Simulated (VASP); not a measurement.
**K: single point with PBE**

The system is K.

```
K
1.0
    -2.74468    2.61952    2.61952
     2.61952   -2.74468    2.61952
     2.61952    2.61952   -2.74468
K
1
Cartesian
  0.0000 0.0000 0.0000
```

This cell differs from its parent crystal: ratio of the length along [111] to the lengths across it x 0.93, volume and fractional coordinates fixed.

```yaml
Program: VASP 6.6.1
Task: single point
Functional: PBE
Potentials_or_basis: VASP PAW PBE potentials, release 64 (K_sv)
Cutoff: 520 eV
k_mesh: 14 × 14 × 14
Occupations: gaussian, width 0.15 eV
Spin: no spin polarisation
```

* Pressure: 0.1 GPa

Stress tensor (GPa, compression positive):
```
0.11 0.15 0.15
0.15 0.11 0.15
0.15 0.15 0.11
```

Levels at points of the mesh, in eV from the Fermi level:
```
           k point  band 1  band 2  band 3  band 4  band 5  band 6  band 7  band 8  band 9
(0.00, 0.00, 0.00)  -32.13  -15.58  -15.58  -15.58   -2.20    4.10    4.34    4.34    5.32
(0.50, 0.00, 0.00)  -32.13  -15.67  -15.61  -15.58    0.55    0.83    3.16    4.77    5.62
(0.50, 0.50, 0.00)  -32.13  -15.65  -15.60  -15.58    0.33    0.57    3.14    5.09    5.85
(0.50, 0.50, 0.50)  -32.12  -15.66  -15.62  -15.62    1.66    1.66    3.55    3.55    3.55
```

Wall time 3.1 min on 1 thread of Intel(R) Xeon(R) Platinum 8175M CPU @ 2.50GHz (Skylake/Cascade Lake), on a shared host, peak memory 0.34 GiB.
